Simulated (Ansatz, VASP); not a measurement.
Two plane-wave programs on GaSi

```
Ga Si
1.0
     2.90165    0.00000    0.00000
     0.00000    2.90165    0.00000
     0.00000    0.00000    4.00294
Ga Si
1 1
Direct
  0.00000 0.00000 0.00000
  0.50000 0.50000 0.50000
```

Alike in both runs: functional PBE; k mesh 6 × 6 × 4; occupations gaussian, width 0.1 eV; no spin polarisation.

Ansatz relaxed the structure, and its values are those at the end. VASP's run is a single point on that final structure, the one shown.

|  | VASP | Ansatz |
| --- | --- | --- |
| version | VASP 6.6.1 | Ansatz 0.2.0 |
| potentials or method | VASP PAW PBE potentials, release 64 (Ga_d, Si), cutoff 520 eV | scalar-relativistic, plane waves, PAW |
| valence electrons in the cell | 17 | 17 |

```tsv
	VASP	Ansatz	Ansatz less VASP
gap on the k mesh at the Fermi level (eV)	none	none	-
pressure (GPa)	0.2	0.2	-0.04
```

A gap of «none» marks a metal or a gap that the smearing closes. The functional is the same, so the differences come from potentials, cutoffs and numerics.

The k mesh is coarse, so the values compare programs but aren't converged.
